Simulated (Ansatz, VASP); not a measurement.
# TaW2N4: VASP beside Ansatz

```
Ta W N
1.0
     3.03562   -4.14608    0.00000
     3.03562    4.14608    0.00000
     0.00000    0.00000    3.06083
Ta W N
1 2 4
Direct
  0.00000 0.00000 0.00000
  0.00000 0.50000 0.50000
  0.50000 0.00000 0.50000
  0.24384 0.24384 0.50000
  0.75616 0.75616 0.50000
  0.73868 0.26132 0.00000
  0.26132 0.73868 0.00000
```

Change from the starting cell: species swapped into the Li2MgBr4 type (Cmmm, No. 65).

Alike in both runs: functional PBE; k mesh 3 × 3 × 4; occupations gaussian, width 0.15 eV; no spin polarisation.

Ansatz relaxed the structure, and its values are those at the end. VASP's run is a single point on that final structure, the one shown.

|  | VASP | Ansatz |
| --- | --- | --- |
| version | VASP 6.6.1 | Ansatz 0.2.0 |
| potentials or method | VASP PAW PBE potentials, release 64 (Ta_sv_GW, W_sv, N), cutoff 700 eV | scalar-relativistic, plane waves, PAW |
| valence electrons in the cell | 61 | 61 |

```tsv
	VASP	Ansatz	Ansatz less VASP
gap on the k mesh at the Fermi level (eV)	none	none	-
pressure (GPa)	0.7	-0.1	-0.74
rms of the force components (eV/Å)	0.004	0.003	-0.0007
```

A gap of «none» marks a metal or a gap that the smearing closes.

The k mesh is coarse, so the values compare programs but aren't converged. Neither program's run includes spin-orbit coupling.
